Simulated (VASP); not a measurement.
# SiC (Cmc2_1) in VASP: single point with PBE

Aim: the single point of SiC with PBE.

Program: VASP 6.6.1. These are calculated values, not measurements. Logs are shortened: lines on timing, memory, paths and dates and some standing lists are left out, and cuts for length are marked.

### Step 1. The cell of the first run

Symmetry: Cmc2_1, No. 36, orthorhombic system. Conventional cell: a = 3.078 Å, b = 5.335 Å, c = 15.122 Å, α = 90.00°, β = 90.00°, γ = 90.00°. Within 2.5 Å of Si (site symmetry m) lie 4 C at 1.87 to 1.91 Å. Within 2.5 Å of Si (site symmetry m) lie 4 C at 1.87 to 1.92 Å. Within 2.5 Å of Si (site symmetry m) lie 4 C at 1.87 to 1.92 Å. Within 2.5 Å of C (site symmetry m) lie 4 Si at 1.87 to 1.92 Å. C (site symmetry m) has 4 Si at 1.87 to 1.92 Å within 2.5 Å. Within 2.5 Å of C (site symmetry m) lie 4 Si at 1.87 to 1.91 Å.

### Step 2. Single point, PBE

Input file INCAR:

```
SYSTEM = SiC
ALGO = Normal
EDIFF = 1E-7
ENCUT = 520
GGA = PE
ISIF = 2
ISMEAR = 0
LASPH = .True.
LCHARG = .False.
LREAL = Auto
LWAVE = .False.
NBANDS = 126
NELM = 100
PREC = Accurate
SIGMA = 0.05
```

Input file KPOINTS:

```
k-points
0
Gamma
  2 2 2
  0 0 0
```

Input file POSCAR:

```
SiC
1.0
   -6.1556000000      0.0000000000      0.0000000000
   -3.0778000000     -5.3350000000      0.0000000000
   -3.0778000000      0.0000000000     15.1219000000
Si C
24 24
Direct
    0.9873500000      0.1673000000      0.8580000000
    0.4873500000      0.1673000000      0.8580000000
    0.9873500000      0.6673000000      0.8580000000
    0.4873500000      0.6673000000      0.8580000000
    0.9046500000      0.8327000000      0.3580000000
    0.4046500000      0.8327000000      0.3580000000
    0.9046500000      0.3327000000      0.3580000000
    0.4046500000      0.3327000000      0.3580000000
    0.9876000000      0.5007000000      0.5241000000
    0.4876000000      0.5007000000      0.5241000000
    0.9876000000      0.0007000000      0.5241000000
    0.4876000000      0.0007000000      0.5241000000
    0.7383000000      0.4993000000      0.0241000000
    0.2383000000      0.4993000000      0.0241000000
    0.7383000000      0.9993000000      0.0241000000
    0.2383000000      0.9993000000      0.0241000000
    0.7365300000      0.8357000000      0.6912400000
    0.2365300000      0.8357000000      0.6912400000
    0.7365300000      0.3357000000      0.6912400000
    0.2365300000      0.3357000000      0.6912400000
    0.8222300000      0.1643000000      0.1912400000
    0.3222300000      0.1643000000      0.1912400000
    0.8222300000      0.6643000000      0.1912400000
    0.3222300000      0.6643000000      0.1912400000
    0.9268500000      0.4960000000      0.6503000000
    0.4268500000      0.4960000000      0.6503000000
    0.9268500000      0.9960000000      0.6503000000
    0.4268500000      0.9960000000      0.6503000000
    0.6728500000      0.5040000000      0.1503000000
    0.1728500000      0.5040000000      0.1503000000
    0.6728500000      0.0040000000      0.1503000000
    0.1728500000      0.0040000000      0.1503000000
    0.9291500000      0.1600000000      0.9817000000
    0.4291500000      0.1600000000      0.9817000000
    0.9291500000      0.6600000000      0.9817000000
    0.4291500000      0.6600000000      0.9817000000
    0.8391500000      0.8400000000      0.4817000000
    0.3391500000      0.8400000000      0.4817000000
    0.8391500000      0.3400000000      0.4817000000
    0.3391500000      0.3400000000      0.4817000000
    0.6771000000      0.8290000000      0.8168000000
    0.1771000000      0.8290000000      0.8168000000
    0.6771000000      0.3290000000      0.8168000000
    0.1771000000      0.3290000000      0.8168000000
    0.7561000000      0.1710000000      0.3168000000
    0.2561000000      0.1710000000      0.3168000000
    0.7561000000      0.6710000000      0.3168000000
    0.2561000000      0.6710000000      0.3168000000
```

Potentials or basis: VASP PAW PBE potentials, release 64 (Si, C).

Command:

```bash
cat potpaw_PBE.64/Si/POTCAR potpaw_PBE.64/C/POTCAR > POTCAR
mpirun -np 1 vasp_std > vasp.out
```

OUTCAR:

```text
SYSTEM = SiC
   EDIFF = 1E-7
   ENCUT = 520
   GGA = PE
   ISIF = 2
   ISMEAR = 0
   LASPH = .True.
   LREAL = Auto
   NELM = 100
   PREC = Accurate

 ion  position               nearest neighbor table
   1  0.987  0.167  0.858-  43 1.87  44 1.87  33 1.87  42 1.91  13 3.07   2 3.08   2 3.08  15 3.08
                            16 3.08   3 3.08   4 3.08   3 3.08   4 3.08  18 3.08  19 3.09  20 3.09
   2  0.487  0.167  0.858-  44 1.87  43 1.87  34 1.87  41 1.91  14 3.07   1 3.08   1 3.08  16 3.08
                            15 3.08   3 3.08   4 3.08   4 3.08   3 3.08  17 3.08  20 3.09  19 3.09
   3  0.987  0.667  0.858-  41 1.87  42 1.87  35 1.87  44 1.91  15 3.07   4 3.08   4 3.08  13 3.08
                            14 3.08   1 3.08   2 3.08   2 3.08   1 3.08  20 3.08  17 3.09  18 3.09
   4  0.487  0.667  0.858-  42 1.87  41 1.87  36 1.87  43 1.91  16 3.07   3 3.08   3 3.08  14 3.08
                            13 3.08   1 3.08   2 3.08   1 3.08   2 3.08  19 3.08  18 3.09  17 3.09
   5  0.905  0.833  0.358-  47 1.87  48 1.87  37 1.87  45 1.91   9 3.07   6 3.08   6 3.08  12 3.08
                            11 3.08   7 3.08   8 3.08   7 3.08   8 3.08  21 3.08  23 3.09  24 3.09
   6  0.405  0.833  0.358-  48 1.87  47 1.87  38 1.87  46 1.91  10 3.07   5 3.08   5 3.08  11 3.08
                            12 3.08   7 3.08   8 3.08   8 3.08   7 3.08  22 3.08  23 3.09  24 3.09
   7  0.905  0.333  0.358-  45 1.87  46 1.87  39 1.87  47 1.91  11 3.07   8 3.08   8 3.08  10 3.08
                             9 3.08   5 3.08   6 3.08   6 3.08   5 3.08  23 3.08  22 3.09  21 3.09
   8  0.405  0.333  0.358-  46 1.87  45 1.87  40 1.87  48 1.91  12 3.07   7 3.08   7 3.08   9 3.08
                            10 3.08   5 3.08   6 3.08   5 3.08   6 3.08  24 3.08  22 3.09  21 3.09
   9  0.988  0.501  0.524-  39 1.87  40 1.87  25 1.91  37 1.92   5 3.07  10 3.08  10 3.08   8 3.08
[... 53 lines left out ...]
  47  0.756  0.671  0.317-   5 1.87   6 1.87  23 1.90   7 1.91
  48  0.256  0.671  0.317-   6 1.87   5 1.87  24 1.90   8 1.91

  LATTYP: Found a face centered orthorhombic cell.
 ALAT       =     6.1556000000
 B/A-ratio  =     1.7333809864
 C/A-ratio  =     4.9132172331

  Lattice vectors:

 A1 = (  -0.0000000000,  -5.3350000000,  15.1219000000)
 A2 = (  -3.0778000000,   0.0000000000,  15.1219000000)
 A3 = (  -3.0778000000,  -5.3350000000,   0.0000000000)

Analysis of symmetry for initial positions (statically):
=====================================================================
 Subroutine PRICEL returns following result:

  LATTYP: Found a base centered orthorhombic cell.
 ALAT       =     3.0778000000
 B/A-ratio  =     1.7333809864
 C/A-ratio  =     4.9132172331

  Lattice vectors:

 A1 = (  -1.5389000000,   2.6675000000,   0.0000000000)
 A2 = (  -1.5389000000,  -2.6675000000,   0.0000000000)
 A3 = (  -0.0000000000,   0.0000000000,  15.1219000000)

   4 primitive cells build up your supercell.

 Routine SETGRP: Setting up the symmetry group for a
 face centered orthorhombic supercell.

 Subroutine GETGRP returns: Found  4 space group operations
 (whereof  2 operations were pure point group operations)
 out of a pool of  8 trial point group operations.

The static configuration has the point symmetry C_1h.
 The point group associated with its full space group is C_2v.

Analysis of symmetry for dynamics (positions and initial velocities):
=====================================================================
 Subroutine PRICEL returns following result:

  LATTYP: Found a base centered orthorhombic cell.
 ALAT       =     3.0778000000
 B/A-ratio  =     1.7333809864
 C/A-ratio  =     4.9132172331

  Lattice vectors:

 A1 = (  -1.5389000000,   2.6675000000,   0.0000000000)
 A2 = (  -1.5389000000,  -2.6675000000,   0.0000000000)
 A3 = (  -0.0000000000,   0.0000000000,  15.1219000000)

   4 primitive cells build up your supercell.

 Routine SETGRP: Setting up the symmetry group for a
 face centered orthorhombic supercell.

 Subroutine GETGRP returns: Found  4 space group operations
 (whereof  2 operations were pure point group operations)
 out of a pool of  8 trial point group operations.

The dynamic configuration has the point symmetry C_1h.
 The point group associated with its full space group is C_2v.

 Subroutine INISYM returns: Found  4 space group operations
 (whereof  2 operations are pure point group operations),
 and found     4 'primitive' translations

[... 44 lines left out ...]

 KPOINTS: k-points

Automatic generation of k-mesh.
 Grid dimensions read from file:
 generate k-points for:    2    2    2

 Generating k-lattice:

  Cartesian coordinates                     Fractional coordinates (reciprocal lattice)
    -0.081226850  0.046860356 -0.016532314     0.500000000  0.000000000  0.000000000
     0.000000000 -0.093720712  0.000000000     0.000000000  0.500000000  0.000000000
     0.000000000  0.000000000  0.033064628     0.000000000  0.000000000  0.500000000

  Length of vectors
     0.095220857  0.093720712  0.033064628

  Shift w.r.t. Gamma in fractional coordinates (k-lattice)
     0.000000000  0.000000000  0.000000000

 Subroutine IBZKPT returns following result:
 ===========================================

 Found      5 irreducible k-points:

 Following reciprocal coordinates:
            Coordinates               Weight
  0.000000  0.000000  0.000000      1.000000
  0.500000  0.000000  0.000000      4.000000
  0.000000  0.500000  0.000000      1.000000
  0.000000  0.000000  0.500000      1.000000
  0.000000  0.500000  0.500000      1.000000
   k-points           NKPTS =      5   k-points in BZ     NKDIM =      5   number of bands    NBANDS=    126
   number of dos      NEDOS =    301   number of ions     NIONS =     48
   total plane-waves  NPLWV = 276480
   dimension x,y,z NGX =    48 NGY =   48 NGZ =  120
   dimension x,y,z NGXF=    96 NGYF=   96 NGZF=  240
   ions per type =              24  24
   NGX,Y,Z   is equivalent  to a cutoff of  12.96, 12.96, 12.93 a.u.
   NGXF,Y,Z  is equivalent  to a cutoff of  25.93, 25.91, 25.85 a.u.
 SYSTEM =  SiC
   PREC   = accura    normal or accurate (medium, high low for compatibility)
   ISTART =      0    job   : 0-new  1-cont  2-samecut
   ICHARG =      2    charge: 1-file 2-atom 10-const
   ISPIN  =      1    spin polarized calculation?
   LNONCOLLINEAR =      F non collinear calculations
   LSORBIT =      F    spin-orbit coupling
   LASPH  =      T    aspherical Exc in radial PAW
   ENCUT  =  520.0 eV  38.22 Ry    6.18 a.u.  11.45 11.45 28.69*2*pi/ulx,y,z
   NELM   =    100;   NELMIN=  2; NELMDL= -5     # of ELM steps
   EDIFF  = 0.1E-06   stopping-criterion for ELM
   LREAL  =      T    real-space projection
   EDIFFG = 0.1E-05   stopping-criterion for IOM
   NSW    =      0    number of steps for IOM
   IBRION =     -1    ionic relax: 0-MD 1-quasi-New 2-CG
   NFREE  =      0    steps in history (QN), initial steepest desc. (CG)
   ISIF   =      2    stress and relaxation
   ISYM   =      2    0-nonsym 1-usesym 2-fastsym
   POTIM  = 0.5000    time-step for ionic-motion
   TEBEG  =    0.0;   TEEND  =   0.0 temperature during run
   PSTRESS=    0.0 pullay stress
   NELECT =     192.0000    total number of electrons
   NUPDOWN=      -1.0000    fix difference up-down
   EMIN   =  10.00;   EMAX   =-10.00  energy-range for DOS
   EFERMI =   0.00;   METHOD = LEGACY
   ISMEAR =     0;   SIGMA  =   0.05  broadening in eV -4-tet -1-fermi 0-gaus
   EFERMI_NEDOS =   21; number of points for ismear=-14 and -15
   IALGO  =     38    algorithm
   IMIX   =      4    mixing-type and parameters
     AMIX     =   0.40;   BMIX     =  1.00
     AMIX_MAG =   1.60;   BMIX_MAG =  1.00
  volume/ion in A,a.u.               =      10.35        69.82
  Fermi-wavevector in a.u.,A,eV,Ry     =   1.192628  2.253739 19.352390  1.422361
  Thomas-Fermi vector in A             =   2.328661
   LORBIT       =      0    0 simple, 1 ext, 2 COOP (PROOUT), +10 PAW based schemes
   GGA     = PE    functional components
   LHFCALC =     F    Hartree Fock is set to
   AEXX    =    0.0000 exact exchange contribution
   IVDW    =     0    specifies the selected vdW correction
   LEPSILON=     F    determine dielectric tensor
   LRPA    =     F    only Hartree local field effects (RPA)
 non-spin polarized calculation
 Gauss-broadening in eV      SIGMA  =   0.05
  energy-cutoff  :      520.00
  volume of cell :      496.61
 maximum number of plane-waves:     13400
 NGX is ok and might be reduce to    48
   NGX = 23   NGY = 23   NGZ = 57

 number of electron     192.0000010 magnetization

 Free energy of the ion-electron system (eV)
  ---------------------------------------------------
  ext. energy  EPLUGINS =         0.00000000
  ---------------------------------------------------
  free energy    TOTEN  =      -359.64775220 eV

  energy without entropy =     -359.64775220  energy(sigma->0) =     -359.64775220

 E-fermi :   8.5230     XC(G=0): -11.3468

 val. band max:        8.2851997420   @ k =   0.0000   0.0000   0.0000
 cond. band min:      10.1405974663   @ k =   0.0000   0.0000   0.0000
 fundamental gap:      1.8553977243
 Fermi energy:         8.5230279662

 k-point     1 :       0.0000    0.0000    0.0000
  band No.  band energies     occupation
      1      -7.2893      2.00000
      2      -6.7856      2.00000
      3      -6.7143      2.00000
      4      -5.2597      2.00000
      5      -5.1887      2.00000
      6      -3.8725      2.00000
[... 544 lines left out ...]
    107      12.8484      0.00000
    108      12.8484      0.00000
 [bands above 108 left out]

------------------------ aborting loop because EDIFF is reached ----------------------------------------

  FORCE on cell =-STRESS in cart. coord.  units (eV):
  Direction    XX          YY          ZZ          XY          YZ          ZX
  --------------------------------------------------------------------------------------
  -------------------------------------------------------------------------------------
  Total       18.5936313      7.0847577      6.4489679      0.0000000      0.0000000      0.0000000
  in kB       59.9878946     22.8572727     20.8060491      0.0000000      0.0000000      0.0000000
  external PRESSURE =      34.5504055 kB  Pullay stress =       0.0000000 kB

 VOLUME and BASIS-vectors are now :
 -----------------------------------------------------------------------------
  energy-cutoff  :      520.00
  volume of cell :      496.61
      direct lattice vectors                 reciprocal lattice vectors
    -6.155600000  0.000000000  0.000000000    -0.162453701  0.093720712 -0.033064628
    -3.077800000 -5.335000000  0.000000000     0.000000000 -0.187441425  0.000000000
    -3.077800000  0.000000000 15.121900000     0.000000000  0.000000000  0.066129256

 POSITION                                       TOTAL-FORCE (eV/Angst)
 -----------------------------------------------------------------------------------
     -9.23340     -0.89255     12.97459        -0.000000      0.515742     -0.250633
     -6.15560     -0.89255     12.97459        -0.000000      0.515742     -0.250633
    -10.77230     -3.56005     12.97459        -0.000000      0.515742     -0.250633
     -7.69450     -3.56005     12.97459        -0.000000      0.515742     -0.250633
     -9.23340     -4.44245      5.41364        -0.000000     -0.515742     -0.250633
     -6.15560     -4.44245      5.41364        -0.000000     -0.515742     -0.250633
[... 40 lines left out ...]
     -7.69450     -3.57978      4.79062         0.000000      0.528441     -0.183624
     -4.61670     -3.57978      4.79062         0.000000      0.528441     -0.183624
 -----------------------------------------------------------------------------------
    total drift:                               -0.000009      0.000000      0.002510

  FREE ENERGIE OF THE ION-ELECTRON SYSTEM (eV)
  ---------------------------------------------------
  free  energy   TOTEN  =      -359.6477522001 eV

  energy  without entropy=     -359.6477522001  energy(sigma->0) =     -359.64775220
```

Run time: 17 min. Hardware: 1 thread of Intel Xeon 8259CL, shared host; peak memory 0.66 GiB.

Results:

- Free energy: -359.6478 eV
- Pressure: 3.5 GPa
- Largest force: 0.747 eV/Å
- Band gap on the k mesh: 1.86 eV

Forces on the atoms (eV/Å):
```
Si   0.000  0.516 -0.251
Si   0.000  0.516 -0.251
Si   0.000  0.516 -0.251
Si   0.000  0.516 -0.251
Si   0.000 -0.516 -0.251
Si   0.000 -0.516 -0.251
Si   0.000 -0.516 -0.251
Si   0.000 -0.516 -0.251
Si   0.000 -0.450  0.070
Si   0.000 -0.450  0.070
Si   0.000 -0.450  0.070
Si   0.000 -0.450  0.070
Si   0.000  0.450  0.070
Si   0.000  0.450  0.070
Si   0.000  0.450  0.070
Si   0.000  0.450  0.070
Si   0.000  0.658  0.178
Si   0.000  0.658  0.178
Si   0.000  0.658  0.178
Si   0.000  0.658  0.178
Si   0.000 -0.658  0.178
Si   0.000 -0.658  0.178
Si   0.000 -0.658  0.178
Si   0.000 -0.658  0.178
C    0.000 -0.611 -0.255
C    0.000 -0.611 -0.255
C    0.000 -0.611 -0.255
C    0.000 -0.611 -0.255
C    0.000  0.611 -0.255
C    0.000  0.611 -0.255
C    0.000  0.611 -0.255
C    0.000  0.611 -0.255
C    0.000 -0.604  0.441
C    0.000 -0.604  0.441
C    0.000 -0.604  0.441
C    0.000 -0.604  0.441
C    0.000  0.604  0.441
C    0.000  0.604  0.441
C    0.000  0.604  0.441
C    0.000  0.604  0.441
C    0.000 -0.528 -0.184
C    0.000 -0.528 -0.184
C    0.000 -0.528 -0.184
C    0.000 -0.528 -0.184
C    0.000  0.528 -0.184
C    0.000  0.528 -0.184
C    0.000  0.528 -0.184
C    0.000  0.528 -0.184
```

Stress tensor (GPa, compression positive):
```
6.00 0.00 0.00
0.00 2.29 0.00
0.00 0.00 2.08
```

Levels at points of the mesh, in eV from the valence-band top:
| k point | band 94 | band 95 | band 96 | band 97 | band 98 | band 99 |
| --- | --- | --- | --- | --- | --- | --- |
| (0.00, 0.00, 0.00) | -0.22 | -0.11 | 0.00 | 1.86 | 1.95 | 1.95 |
| (0.50, 0.00, 0.00) | -0.85 | -0.62 | -0.62 | 3.50 | 3.50 | 3.60 |
| (0.00, 0.50, 0.00) | -0.81 | -0.73 | -0.73 | 3.52 | 3.52 | 3.68 |
| (0.00, 0.00, 0.50) | -0.31 | -0.09 | -0.09 | 1.93 | 1.93 | 1.94 |
| (0.00, 0.50, 0.50) | -0.91 | -0.91 | -0.91 | 3.45 | 3.45 | 3.63 |

Caveat: the k points lie up to 0.60 Å⁻¹ apart. A k mesh can miss the band edges.
